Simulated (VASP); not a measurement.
# NbInS4 (P6/mmm) in VASP: further runs

NbInS4 is run at these levels: PBE; tasks: single point, relaxation of cell and atoms.

All numbers are computed with VASP 6.6.1; they aren't measurements. Logs are shortened: lines on timing, memory, paths and dates and some standing lists are left out, and cuts for length are marked.

## Step 1: The cell of the first run

It takes space group P6/mmm (No. 191, hexagonal). Conventional cell: a = 4.506 Å, b = 4.506 Å, c = 6.224 Å, α = 90.00°, β = 90.00°, γ = 120.00°. Nb (site symmetry 6/mmm) has 12 S at 2.87 Å and 2 In at 3.11 Å within 3.8 Å. Within 4.1 Å of In (site symmetry 6/mmm) lie 2 Nb at 3.11 Å and 12 S at 3.23 Å. Within 3.3 Å of S (site symmetry 3m) lie 4 S at 2.40 to 2.60 Å and 3 Nb at 2.87 Å and 3 In at 3.23 Å.

The cell was generated, and may not be a known phase.

## Step 2: Single point, PBE

Contents of INCAR:

```
SYSTEM = NbInS4
ALGO = Normal
EDIFF = 1E-7
ENCUT = 520
GGA = PE
ISIF = 2
ISMEAR = 0
LASPH = .TRUE.
LCHARG = .TRUE.
LELF = .TRUE.
LREAL = .FALSE.
LVHAR = .TRUE.
LWAVE = .FALSE.
NBANDS = 34
NELM = 60
PREC = Accurate
SIGMA = 0.1
```

Contents of KPOINTS:

```
k-points
0
G
  12 12 6
  0 0 0
```

Contents of POSCAR:

```
NbInS4
1.0
    4.5063618502      0.0000000000      0.0000000000
   -2.2531809251      3.9026238409      0.0000000000
    0.0000000000      0.0000000000      6.2239340437
Nb In S
1 1 4
Direct
    0.0000000000      0.0000000000      0.0000000000
    0.0000000000      0.0000000000      0.5000000000
    0.3333333333      0.6666666667      0.1931410668
    0.6666666667      0.3333333333      0.1931410668
    0.6666666667      0.3333333333      0.8068589332
    0.3333333333      0.6666666667      0.8068589332
```

Potentials or basis: VASP PAW PBE potentials, release 64 (Nb_sv, In_d, S).

Command:

```bash
cat potpaw_PBE.64/Nb_sv/POTCAR potpaw_PBE.64/In_d/POTCAR potpaw_PBE.64/S/POTCAR > POTCAR
mpirun -np 1 vasp_std > vasp.out
```

OUTCAR:

```text
SYSTEM = NbInS4
   EDIFF = 1E-7
   ENCUT = 520
   GGA = PE
   ISIF = 2
   ISMEAR = 0
   LASPH = .TRUE.
   LREAL = .FALSE.
   NELM = 60
   PREC = Accurate

 ion  position               nearest neighbor table
   1  0.000  0.000  0.000-   3 2.87   4 2.87   5 2.87   6 2.87   3 2.87   6 2.87   4 2.87   5 2.87
                             4 2.87   5 2.87   3 2.87   6 2.87   2 3.11   2 3.11
   2  0.000  0.000  0.500-   1 3.11   1 3.11   4 3.23   5 3.23   6 3.23   3 3.23   3 3.23   6 3.23
                             4 3.23   5 3.23   4 3.23   5 3.23   3 3.23   6 3.23
   3  0.333  0.667  0.193-   6 2.40   4 2.60   4 2.60   4 2.60   1 2.87   1 2.87   1 2.87   2 3.23
                             2 3.23   2 3.23
   4  0.667  0.333  0.193-   5 2.40   3 2.60   3 2.60   3 2.60   1 2.87   1 2.87   1 2.87   2 3.23
                             2 3.23   2 3.23
   5  0.667  0.333  0.807-   4 2.40   6 2.60   6 2.60   6 2.60   1 2.87   1 2.87   1 2.87   2 3.23
                             2 3.23   2 3.23
   6  0.333  0.667  0.807-   3 2.40   5 2.60   5 2.60   5 2.60   1 2.87   1 2.87   1 2.87   2 3.23
                             2 3.23   2 3.23

  LATTYP: Found a hexagonal cell.
 ALAT       =     4.5063618502
 C/A-ratio  =     1.3811438696

  Lattice vectors:

 A1 = (   4.5063618502,   0.0000000000,   0.0000000000)
 A2 = (  -2.2531809251,   3.9026238409,   0.0000000000)
 A3 = (   0.0000000000,   0.0000000000,   6.2239340437)

Analysis of symmetry for initial positions (statically):
=====================================================================
 Subroutine PRICEL returns:
 Original cell was already a primitive cell.

 Routine SETGRP: Setting up the symmetry group for a
 hexagonal supercell.

 Subroutine GETGRP returns: Found 24 space group operations
 (whereof 24 operations were pure point group operations)
 out of a pool of 24 trial point group operations.

The static configuration has the point symmetry D_6h.

Analysis of symmetry for dynamics (positions and initial velocities):
=====================================================================
 Subroutine PRICEL returns:
 Original cell was already a primitive cell.

 Routine SETGRP: Setting up the symmetry group for a
 hexagonal supercell.

 Subroutine GETGRP returns: Found 24 space group operations
 (whereof 24 operations were pure point group operations)
 out of a pool of 24 trial point group operations.

The dynamic configuration has the point symmetry D_6h.

 Subroutine INISYM returns: Found 24 space group operations
 (whereof 24 operations are pure point group operations),
 and found     1 'primitive' translations

----------------------------------------------------------------------------------------

                                     Primitive cell

  volume of cell :     109.4581

  direct lattice vectors                    reciprocal lattice vectors
     4.506361850  0.000000000  0.000000000     0.221908500  0.128118932  0.000000000
    -2.253180925  3.902623841  0.000000000     0.000000000  0.256237865  0.000000000
     0.000000000  0.000000000  6.223934044     0.000000000  0.000000000  0.160670083

  length of vectors
     4.506361850  4.506361850  6.223934044     0.256237865  0.256237865  0.160670083

  position of ions in fractional coordinates (direct lattice)
     0.000000000  0.000000000  0.000000000
     0.000000000  0.000000000  0.500000000
     0.333333333  0.666666667  0.193141067
     0.666666667  0.333333333  0.193141067
     0.666666667  0.333333333  0.806858933
     0.333333333  0.666666667  0.806858933

  ion indices of the primitive-cell ions
   primitive index   ion index
                 1           1
                 2           2
                 3           3
                 4           4
                 5           5
                 6           6

----------------------------------------------------------------------------------------

 KPOINTS: k-points

Automatic generation of k-mesh.
 Grid dimensions read from file:
 generate k-points for:   12   12    6

 Generating k-lattice:

  Cartesian coordinates                     Fractional coordinates (reciprocal lattice)
     0.018492375  0.010676578  0.000000000     0.083333333  0.000000000  0.000000000
     0.000000000  0.021353155  0.000000000     0.000000000  0.083333333  0.000000000
     0.000000000  0.000000000  0.026778347     0.000000000  0.000000000  0.166666667

  Length of vectors
     0.021353155  0.021353155  0.026778347

  Shift w.r.t. Gamma in fractional coordinates (k-lattice)
     0.000000000  0.000000000  0.000000000

 Subroutine IBZKPT returns following result:
 ===========================================

 Found     76 irreducible k-points:

 Following reciprocal coordinates:
            Coordinates               Weight
  0.000000  0.000000  0.000000      1.000000
  0.083333  0.000000  0.000000      6.000000
  0.166667  0.000000  0.000000      6.000000
  0.250000  0.000000  0.000000      6.000000
  0.333333  0.000000  0.000000      6.000000
  0.416667  0.000000  0.000000      6.000000
[... 16 lines left out ...]
  0.250000  0.000000  0.166667     12.000000
  0.333333  0.000000  0.166667     12.000000
 [... further k-points ...]
   k-points           NKPTS =     76   k-points in BZ     NKDIM =     76   number of bands    NBANDS=     34
   number of dos      NEDOS =    301   number of ions     NIONS =      6
   total plane-waves  NPLWV =  62208
   dimension x,y,z NGX =    36 NGY =   36 NGZ =   48
   dimension x,y,z NGXF=    72 NGYF=   72 NGZF=   96
   ions per type =               1   1   4
   NGX,Y,Z   is equivalent  to a cutoff of  13.28, 13.28, 12.82 a.u.
   NGXF,Y,Z  is equivalent  to a cutoff of  26.56, 26.56, 25.64 a.u.
 SYSTEM =  NbInS4
   PREC   = accura    normal or accurate (medium, high low for compatibility)
   ISTART =      0    job   : 0-new  1-cont  2-samecut
   ICHARG =      2    charge: 1-file 2-atom 10-const
   ISPIN  =      1    spin polarized calculation?
   LNONCOLLINEAR =      F non collinear calculations
   LSORBIT =      F    spin-orbit coupling
   LASPH  =      T    aspherical Exc in radial PAW
   ENCUT  =  520.0 eV  38.22 Ry    6.18 a.u.   8.38  8.38 11.57*2*pi/ulx,y,z
   NELM   =     60;   NELMIN=  2; NELMDL= -5     # of ELM steps
   EDIFF  = 0.1E-06   stopping-criterion for ELM
   LREAL  =      F    real-space projection
   EDIFFG = 0.1E-05   stopping-criterion for IOM
   NSW    =      0    number of steps for IOM
   IBRION =     -1    ionic relax: 0-MD 1-quasi-New 2-CG
   NFREE  =      0    steps in history (QN), initial steepest desc. (CG)
   ISIF   =      2    stress and relaxation
   ISYM   =      2    0-nonsym 1-usesym 2-fastsym
   POTIM  = 0.5000    time-step for ionic-motion
   TEBEG  =    0.0;   TEEND  =   0.0 temperature during run
   PSTRESS=    0.0 pullay stress
   NELECT =      50.0000    total number of electrons
   NUPDOWN=      -1.0000    fix difference up-down
   EMIN   =  10.00;   EMAX   =-10.00  energy-range for DOS
   EFERMI =   0.00;   METHOD = LEGACY
   ISMEAR =     0;   SIGMA  =   0.10  broadening in eV -4-tet -1-fermi 0-gaus
   EFERMI_NEDOS =   21; number of points for ismear=-14 and -15
   IALGO  =     38    algorithm
   IMIX   =      4    mixing-type and parameters
     AMIX     =   0.40;   BMIX     =  1.00
     AMIX_MAG =   1.60;   BMIX_MAG =  1.00
  volume/ion in A,a.u.               =      18.24       123.11
  Fermi-wavevector in a.u.,A,eV,Ry     =   1.260808  2.382581 21.628318  1.589637
  Thomas-Fermi vector in A             =   2.394299
   LORBIT       =      0    0 simple, 1 ext, 2 COOP (PROOUT), +10 PAW based schemes
   GGA     = PE    functional components
   LHFCALC =     F    Hartree Fock is set to
   AEXX    =    0.0000 exact exchange contribution
   IVDW    =     0    specifies the selected vdW correction
   LEPSILON=     F    determine dielectric tensor
   LRPA    =     F    only Hartree local field effects (RPA)
 non-spin polarized calculation
 Gauss-broadening in eV      SIGMA  =   0.10
  energy-cutoff  :      520.00
  volume of cell :      109.46
 maximum number of plane-waves:      2987
 NGX is ok and might be reduce to    36
   NGX = 17   NGY = 17   NGZ = 23

 number of electron      49.9999995 magnetization

 Free energy of the ion-electron system (eV)
  ---------------------------------------------------
  ext. energy  EPLUGINS =         0.00000000
  ---------------------------------------------------
  free energy    TOTEN  =       -27.94475140 eV

  energy without entropy =      -27.93206200  energy(sigma->0) =      -27.93840670

 E-fermi :   8.5707     XC(G=0): -10.9421

 val. band max:        8.5493763686   @ k =   0.2500   0.2500   0.3333
 cond. band min:       8.5831448455   @ k =   0.3333   0.2500   0.0000
 fundamental gap:      0.0337684769
 Fermi energy:         8.5707419484

 k-point     1 :       0.0000    0.0000    0.0000
  band No.  band energies     occupation
      1     -47.5156      2.00000
      2     -23.6032      2.00000
      3     -23.6032      2.00000
      4     -23.3964      2.00000
      5      -8.2120      2.00000
      6      -5.9746      2.00000
[... 26 lines left out ...]
     33      12.5117      0.00000
     34      12.5262      0.00000

 k-point     2 :       0.0833    0.0000    0.0000
  band No.  band energies     occupation
      1     -47.5156      2.00000
      2     -23.6046      2.00000
      3     -23.6035      2.00000
      4     -23.3961      2.00000
      5      -8.1600      2.00000
      6      -5.9773      2.00000
[... 26 lines left out ...]
     33      12.1553      0.00000
     34      12.2769      0.00000

 k-point     3 :       0.1667    0.0000    0.0000
  band No.  band energies     occupation
      1     -47.5155      2.00000
      2     -23.6086      2.00000
      3     -23.6043      2.00000
      4     -23.3955      2.00000
      5      -8.0077      2.00000
      6      -6.0241      2.00000
[... 26 lines left out ...]
     33      11.7687      0.00000
     34      12.5404      0.00000
[... 704 lines left out ...]
 k-point    23 :       0.2500    0.0000    0.1667
  band No.  band energies     occupation
      1     -47.5154      2.00000
      2     -23.6140      2.00000
      3     -23.6054      2.00000
      4     -23.3948      2.00000
      5      -7.7484      2.00000
      6      -6.0413      2.00000
[... 26 lines left out ...]
     33      11.8689      0.00000
     34      12.7956      0.00000

 k-point    24 :       0.3333    0.0000    0.1667
  band No.  band energies     occupation
      1     -47.5152      2.00000
      2     -23.6194      2.00000
      3     -23.6065      2.00000
      4     -23.3939      2.00000
      5      -7.4454      2.00000
      6      -6.0572      2.00000
[... 26 lines left out ...]
     33      11.9653      0.00000
     34      12.7270      0.00000

 [... further k-points ...]

------------------------ aborting loop because EDIFF is reached ----------------------------------------

  FORCE on cell =-STRESS in cart. coord.  units (eV):
  Direction    XX          YY          ZZ          XY          YZ          ZX
  --------------------------------------------------------------------------------------
  -------------------------------------------------------------------------------------
  Total       -0.0984086     -0.0984086     -0.1705546      0.0000000     -0.0000000      0.0000000
  in kB       -1.4404429     -1.4404429     -2.4964697      0.0000000     -0.0000000      0.0000000
  external PRESSURE =      -1.7924518 kB  Pullay stress =       0.0000000 kB

 VOLUME and BASIS-vectors are now :
 -----------------------------------------------------------------------------
  energy-cutoff  :      520.00
  volume of cell :      109.46
      direct lattice vectors                 reciprocal lattice vectors
     4.506361850  0.000000000  0.000000000     0.221908500  0.128118932  0.000000000
    -2.253180925  3.902623841  0.000000000     0.000000000  0.256237865  0.000000000
     0.000000000  0.000000000  6.223934044     0.000000000  0.000000000  0.160670083

 POSITION                                       TOTAL-FORCE (eV/Angst)
 -----------------------------------------------------------------------------------
      0.00000      0.00000      0.00000        -0.000000      0.000000     -0.000000
      0.00000      0.00000      3.11197        -0.000000      0.000000     -0.000000
     -0.00000      2.60175      1.20210         0.000000     -0.000000     -0.030649
      2.25318      1.30087      1.20210        -0.000000      0.000000     -0.030649
      2.25318      1.30087      5.02184        -0.000000      0.000000      0.030649
     -0.00000      2.60175      5.02184         0.000000     -0.000000      0.030649
 -----------------------------------------------------------------------------------
    total drift:                                0.000000     -0.000000      0.000000

  FREE ENERGIE OF THE ION-ELECTRON SYSTEM (eV)
  ---------------------------------------------------
  free  energy   TOTEN  =       -27.9447513963 eV

  energy  without entropy=      -27.9320619993  energy(sigma->0) =      -27.93840670
```

Run time: 8.7 min. Hardware: 1 thread of AMD EPYC 7R13, shared host; peak memory 0.39 GiB.

What came out:

```yaml
Free_energy: -27.9448 eV
Pressure: -0.2 GPa
Largest_force: 0.031 eV/Å
Band_gap_on_the_k_mesh: zero (bands 25 and 26 overlap by 1.31 eV)
```

Forces in eV/Å, atoms in the order of the input:
```
Nb   0.000  0.000  0.000
In   0.000  0.000  0.000
S    0.000  0.000 -0.031
S    0.000  0.000 -0.031
S    0.000  0.000  0.031
S    0.000  0.000  0.031
```

Stress tensor (GPa, compression positive):
```
-0.14  0.00  0.00
 0.00 -0.14  0.00
 0.00  0.00 -0.25
```

Levels at points of the mesh, in eV from the Fermi level:
```csv
k point,band 21,band 22,band 23,band 24,band 25,band 26,band 27,band 28,band 29,band 30
"(0.00, 0.00, 0.00)",-2.92,-2.83,-2.83,-2.44,-1.10,0.49,0.92,0.92,2.10,2.46
"(0.50, 0.00, 0.00)",-2.38,-1.50,-1.14,0.33,0.57,0.74,1.03,1.09,1.10,1.67
"(0.00, 0.00, 0.50)",-3.27,-3.08,-2.46,-2.46,-0.76,0.08,1.10,1.13,1.13,2.58
"(0.50, 0.00, 0.50)",-2.37,-1.91,-1.42,-1.27,-0.65,0.49,0.60,0.90,1.05,1.68
```

Caveat: spin-orbit coupling is left out, which moves the levels of the heavy elements.

## Step 3: Relaxation of cell and atoms, PBE

This run uses another cell than the first one, of 17.85 Å³/atom.

Contents of INCAR:

```
SYSTEM = NbInS4
PREC = Accurate
ENCUT = 600
EDIFF = 1E-6
ISMEAR = 0
SIGMA = 0.1
LREAL = .FALSE.
LASPH = .TRUE.
NELM = 100
ALGO = Normal
ISIF = 3
LWAVE = .FALSE.
LCHARG = .FALSE.
GGA = PE
IBRION = 2
NSW = 90
EDIFFG = -0.04
```

Contents of KPOINTS:

```
regular mesh
0
G
  6 6 4
  0 0 0
```

Contents of POSCAR:

```
NbInS4
1.0
    4.5722760818      0.0000000000      0.0000000000
   -2.2861380409      3.9597072399      0.0000000000
    0.0000000000      0.0000000000      5.9147147187
Nb In S
1 1 4
Direct
    0.0000000000      0.0000000000      0.0000000000
    0.0000000000      0.0000000000      0.5000000000
    0.3333333333      0.6666666667      0.2045367399
    0.6666666667      0.3333333333      0.2045367399
    0.6666666667      0.3333333333      0.7954632601
    0.3333333333      0.6666666667      0.7954632601
```

Potentials or basis: VASP PAW PBE potentials, release 64 (Nb_sv, In_d, S).

Command:

```bash
cat potpaw_PBE.64/Nb_sv/POTCAR potpaw_PBE.64/In_d/POTCAR potpaw_PBE.64/S/POTCAR > POTCAR
mpirun -np 1 vasp_std > vasp.out
```

Run time: 11 min. Hardware: 1 thread of AMD EPYC 7R13, shared host; peak memory 0.29 GiB.

The run converged. Its results:

| Item | Value |
| --- | --- |
| Free energy | -28.0090 eV |
| Relaxed volume | 18.15 Å³/atom |
| Relaxed cell | a = 4.498 Å, b = 4.498 Å, c = 6.214 Å, α = 90.00°, β = 90.00°, γ = 120.00° |
| Space group after relaxing (to 0.1 Å) | P6/mmm (No. 191) |
| Energy gained by relaxing | 18.6 meV/atom |
| Ionic steps | 7 |
| Pressure after relaxing | -0.1 GPa |
| Largest force after relaxing | 0.038 eV/Å |
| Band gap on the k mesh | zero (bands 25 and 26 overlap by 1.19 eV) |

Forces in eV/Å, atoms in the order of the input:
```
Nb   0.000  0.000  0.000
In   0.000  0.000  0.000
S    0.000  0.000 -0.038
S    0.000  0.000 -0.038
S    0.000  0.000  0.038
S    0.000  0.000  0.038
```

Stress tensor (GPa, compression positive):
```
-0.21  0.00  0.00
 0.00 -0.21  0.00
 0.00  0.00  0.19
```

The path:
```
step  energy change (eV)  largest force (eV/Å)  pressure (GPa)  volume (Å³)
   1              0.0000                0.0061           -0.30       107.09
   2             -0.0686                0.2509            0.05       106.52
   3             -0.0692                0.2797            0.14       106.43
   4             -0.0692                0.2721            0.11       106.45
   5             -0.0823                0.2056            0.32       106.59
   6             -0.1035                0.0191            1.15       107.01
   7             -0.1115                0.0379           -0.07       108.89
```

Final structure:
```
Nb In S
1.0
     4.49815    0.00000    0.00000
    -2.24907    3.89551    0.00000
     0.00000    0.00000    6.21445
Nb In S
1 1 4
Direct
  0.00000 0.00000 0.00000
  0.00000 0.00000 0.50000
  0.33333 0.66667 0.19395
  0.66667 0.33333 0.19395
  0.66667 0.33333 0.80605
  0.33333 0.66667 0.80605
```

Levels at points of the mesh, in eV from the Fermi level:
```
           k point  band 22  band 23  band 24  band 25  band 26  band 27  band 28  band 29
(0.00, 0.00, 0.00)    -2.65    -2.65    -2.25    -0.96     0.65     1.08     1.08     2.27
(0.50, 0.00, 0.00)    -1.28    -0.97     0.51     0.76     0.90     1.20     1.25     1.31
(0.00, 0.00, 0.50)    -2.88    -2.26    -2.26    -0.60     0.24     1.25     1.29     1.29
(0.50, 0.00, 0.50)    -1.74    -1.20    -1.11    -0.46     0.65     0.79     1.06     1.25
```

Caveat: spin-orbit coupling is left out, which moves the levels of the heavy elements.

The gap in the log of VASP goes by the Fermi energy; the results here count the filled bands.